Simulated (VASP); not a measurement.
# AlN (P1) in VASP: single point with PBE

Aim: the single point of AlN with PBE.

All numbers are computed with VASP 6.6.1; they aren't measurements. Logs are shortened: lines on timing, memory, paths and dates and some standing lists are left out, and cuts for length are marked.

**1. The cell of the first run**

The typed cell holds 16 atoms: a = 5.409 Å, b = 5.409 Å, c = 5.812 Å, α = 90.00°, β = 90.00°, γ = 103.32°.

**2. Single point, PBE**

File INCAR:

```
PREC = Accurate ; ENCUT = 520
EDIFF = 1E-6 ; ISMEAR = -1
SIGMA = 0.1034 ; LREAL = Auto
LASPH = True ; NELM = 100
ALGO = Normal ; ISIF = 2
LWAVE = False ; LCHARG = False
GGA = PE ; NBANDS = 46
```

File KPOINTS:

```
Automatic mesh
0
Gamma
  6 6 4
```

File POSCAR:

```
AlN
1.0
    1.6778506052      2.9061224957     -4.2426688325
    1.6778506052      2.9061224957      4.2426688325
    5.0335518155     -2.9061224957      0.0000000000
Al N
8 8
Direct
    0.9229933262      0.6294835940      0.8127184441
    0.1617253078      0.9047940070      0.3199399791
    0.4168361034      0.1402012575      0.8310928562
    0.6554850179      0.3802521195      0.3165685081
    0.1326507658      0.4126765310      0.1523173047
    0.4331252880      0.6023131418      0.6567127376
    0.6644831221      0.8646796326      0.1562247893
    0.9270582189      0.1459614296      0.6616714688
    0.1633316682      0.4074782618      0.8270816696
    0.4113228959      0.6154687316      0.3393420244
    0.6368380099      0.8588380561      0.8446592925
    0.9066610034      0.1482296855      0.3104538278
    0.8989730973      0.6450499357      0.1618459878
    0.1608900373      0.9058506631      0.6554097818
    0.4248125826      0.1185889688      0.1680758012
    0.6909663100      0.3613256733      0.6916181385
```

Potentials or basis: VASP PAW PBE potentials, release 64 (Al, N).

Run with:

```sh
cat potpaw_PBE.64/Al/POTCAR potpaw_PBE.64/N/POTCAR > POTCAR
mpirun -np 1 vasp_std > vasp.out
```

OUTCAR:

```text
PREC = Accurate
   ENCUT = 520
   EDIFF = 1E-6
   ISMEAR = -1
   LREAL = Auto
   LASPH = True
   NELM = 100
   ISIF = 2
   GGA = PE

 ion  position               nearest neighbor table
   1  0.923  0.629  0.813-  16 1.83  14 1.96   9 1.96  13 2.04  11 2.20   5 2.68   8 2.76   6 2.77
                             7 2.89   8 2.92   6 2.94   3 3.34   2 3.35
   2  0.162  0.905  0.320-  15 1.84  14 1.95  13 1.98  12 2.12  10 2.29   5 2.80   7 2.81   8 2.83
                             7 2.94   5 2.95   6 3.13   4 3.25   3 3.28   1 3.35
   3  0.417  0.140  0.831-  16 1.86  14 1.94  15 1.96  11 2.14   9 2.21   6 2.68   8 2.83   7 2.92
                             8 2.92   5 3.01   6 3.10   4 3.25   2 3.28   1 3.34
   4  0.655  0.380  0.317-  15 1.87  13 1.93  10 2.04  12 2.05  16 2.19   5 2.72   6 2.73   7 2.77
                             8 2.94   7 2.95   5 3.03   3 3.25   2 3.25
   5  0.133  0.413  0.152-  12 1.89   9 1.90  10 1.97  13 1.98  15 2.49   1 2.68   4 2.72   2 2.80
                             2 2.95   3 3.01   4 3.03   8 3.27   7 3.32   6 3.35
   6  0.433  0.602  0.657-  10 1.85   9 1.87  11 1.90  16 2.13  14 2.45   3 2.68   4 2.73   1 2.77
                             1 2.94   3 3.10   2 3.13   8 3.24   7 3.35   5 3.35   7 3.35
   7  0.664  0.865  0.156-  11 1.82  13 1.93  12 1.99  10 1.99  15 2.10   4 2.77   2 2.81   1 2.89
                             3 2.92   2 2.94   4 2.95   5 3.32   6 3.35   6 3.35
   8  0.927  0.146  0.662-  16 1.92   9 1.93  14 2.01  12 2.04  11 2.21   1 2.76   2 2.83   3 2.83
                             1 2.92   3 2.92   4 2.94   6 3.24   5 3.27
   9  0.163  0.407  0.827-   6 1.87   5 1.90   8 1.93   1 1.96   3 2.21
  10  0.411  0.615  0.339-   6 1.85   5 1.97   7 1.99   4 2.04   2 2.29
  11  0.637  0.859  0.845-   7 1.82   6 1.90   3 2.14   1 2.20   8 2.21
  12  0.907  0.148  0.310-   5 1.89   7 1.99   8 2.04   4 2.05   2 2.12
  13  0.899  0.645  0.162-   7 1.93   4 1.93   5 1.98   2 1.98   1 2.04
  14  0.161  0.906  0.655-   3 1.94   2 1.95   1 1.96   8 2.01   6 2.45
  15  0.425  0.119  0.168-   2 1.84   4 1.87   3 1.96   7 2.10   5 2.49
  16  0.691  0.361  0.692-   1 1.83   3 1.86   8 1.92   6 2.13   4 2.19

  LATTYP: Found a base centered orthorhombic cell.
 ALAT       =     6.7114024208
 B/A-ratio  =     1.2643166261
 C/A-ratio  =     0.8660254038

  Lattice vectors:

 A1 = (   1.6778506052,   2.9061224957,  -4.2426688325)
 A2 = (   1.6778506052,   2.9061224957,   4.2426688325)
 A3 = (   5.0335518155,  -2.9061224957,   0.0000000000)

Analysis of symmetry for initial positions (statically):
=====================================================================
 Subroutine PRICEL returns:
 Original cell was already a primitive cell.

 Routine SETGRP: Setting up the symmetry group for a
 base centered orthorhombic supercell.

[... 156 lines left out ...]
   PSTRESS=    0.0 pullay stress
   NELECT =      64.0000    total number of electrons
   NUPDOWN=      -1.0000    fix difference up-down
   EMIN   =  10.00;   EMAX   =-10.00  energy-range for DOS
   EFERMI =   0.00;   METHOD = LEGACY
   ISMEAR =    -1;   SIGMA  =   0.10  broadening in eV -4-tet -1-fermi 0-gaus
   EFERMI_NEDOS =   21; number of points for ismear=-14 and -15
   IALGO  =     38    algorithm
   IMIX   =      4    mixing-type and parameters
     AMIX     =   0.40;   BMIX     =  1.00
     AMIX_MAG =   1.60;   BMIX_MAG =  1.00
  volume/ion in A,a.u.               =      10.34        69.80
  Fermi-wavevector in a.u.,A,eV,Ry     =   1.192713  2.253901 19.355171  1.422565
  Thomas-Fermi vector in A             =   2.328745
   LORBIT       =      0    0 simple, 1 ext, 2 COOP (PROOUT), +10 PAW based schemes
   GGA     = PE    functional components
   LHFCALC =     F    Hartree Fock is set to
   AEXX    =    0.0000 exact exchange contribution
   IVDW    =     0    specifies the selected vdW correction
   LEPSILON=     F    determine dielectric tensor
   LRPA    =     F    only Hartree local field effects (RPA)
 non-spin polarized calculation
  energy-cutoff  :      520.00
  volume of cell :      165.50
 maximum number of plane-waves:      4476
   NGX = 21   NGY = 21   NGZ = 21

 number of electron      63.9999997 magnetization

 Free energy of the ion-electron system (eV)
  ---------------------------------------------------
  ext. energy  EPLUGINS =         0.00000000
  ---------------------------------------------------
  free energy    TOTEN  =      -115.47940833 eV

  energy without entropy =     -115.47940816  energy(sigma->0) =     -115.47940824

 E-fermi :   9.0060     XC(G=0): -10.9808

 val. band max:        7.6180176337   @ k =   0.0000   0.0000   0.0000
 cond. band min:      10.3019318931   @ k =   0.0000   0.0000   0.0000
 fundamental gap:      2.6839142594
 Fermi energy:         9.0059799819

 k-point     1 :       0.0000    0.0000    0.0000
  band No.  band energies     occupation
      1      -9.1166      2.00000
      2      -7.5696      2.00000
      3      -6.8209      2.00000
      4      -6.6951      2.00000
      5      -6.5143      2.00000
      6      -6.3415      2.00000
[... 1117 lines left out ...]
     43      15.2006      0.00000
     44      15.5272      0.00000

 [... further k-points ...]

 [bands above 44 left out]

------------------------ aborting loop because EDIFF is reached ----------------------------------------

  FORCE on cell =-STRESS in cart. coord.  units (eV):
  Direction    XX          YY          ZZ          XY          YZ          ZX
  --------------------------------------------------------------------------------------
  -------------------------------------------------------------------------------------
  Total       -4.7816893     -3.6528290     -0.8928354      1.5594511     -0.0497496     -0.3054736
  in kB      -46.2908982    -35.3625516     -8.6434204     15.0968388     -0.4816191     -2.9572493
  external PRESSURE =     -30.0989567 kB  Pullay stress =       0.0000000 kB

 VOLUME and BASIS-vectors are now :
 -----------------------------------------------------------------------------
  energy-cutoff  :      520.00
  volume of cell :      165.50
      direct lattice vectors                 reciprocal lattice vectors
     1.677850605  2.906122496 -4.242668832     0.074500077  0.129037919 -0.117850348
     1.677850605  2.906122496  4.242668832     0.074500077  0.129037919  0.117850348
     5.033551816 -2.906122496  0.000000000     0.149000155 -0.086025280  0.000000000

 POSITION                                       TOTAL-FORCE (eV/Angst)
 -----------------------------------------------------------------------------------
      6.69568      2.14983     -1.24526         1.550943      0.970028      1.417826
      3.39989      2.16965      3.15259         0.713976     -0.656503      0.270408
      5.11797     -0.79644     -1.17367         0.205936     -1.855708     -1.608817
      3.33128      2.08999     -1.16772         0.109311     -0.718143     -0.577454
      1.68167      1.14214      1.18806         1.086895     -0.195469     -1.186308
      5.04291      1.10062      0.71781         1.443938      0.627145      1.318013
[... 8 lines left out ...]
      1.75776      1.09074     -1.29921        -1.107229      0.384824      0.657405
      5.24688      1.04816     -1.39856        -2.368288      0.441384      2.257611
 -----------------------------------------------------------------------------------
    total drift:                                0.000901     -0.011946      0.003830

  FREE ENERGIE OF THE ION-ELECTRON SYSTEM (eV)
  ---------------------------------------------------
  free  energy   TOTEN  =      -115.4794083261 eV

  energy  without entropy=     -115.4794081585  energy(sigma->0) =     -115.47940824
```

stdout:

```text
POSCAR found type information on POSCAR AlN
 POSCAR found :  2 types and      16 ions
 scaLAPACK will be used
 LDA part: xc-table for (Slater+PW92), standard interpolation
 POSCAR, INCAR and KPOINTS ok, starting setup
 FFT: planning ... GRIDC
 FFT: planning ... GRID_SOFT
 FFT: planning ... GRID
 WAVECAR not read
 entering main loop
```

Wall time 6 min (1 thread of Intel Xeon 6975P-C (Granite Rapids), shared host); peak memory 0.48 GiB.

Results:

* Free energy: -115.4794 eV
* Pressure: -3.0 GPa
* Largest force: 3.302 eV/Å
* Band gap on the k mesh: 2.68 eV, direct

Forces on the atoms (eV/Å):
```
Al   1.551  0.970  1.418
Al   0.714 -0.657  0.270
Al   0.206 -1.856 -1.609
Al   0.109 -0.718 -0.577
Al   1.087 -0.195 -1.186
Al   1.444  0.627  1.318
Al   0.943 -0.217  1.443
Al  -1.052 -1.138 -0.533
N    0.133 -0.190 -1.362
N   -0.739  0.334 -0.125
N   -1.740  2.110 -0.652
N    0.708 -0.315 -0.630
N    0.410  0.717 -1.546
N   -0.297 -0.299  0.856
N   -1.107  0.385  0.657
N   -2.368  0.441  2.258
```

Caveat: forces of over 1 eV/Å act on the atoms, so gaps and moduli don't describe the material at rest. Expect the measured gap to be larger: semilocal functionals such as PBE lack the derivative discontinuity.
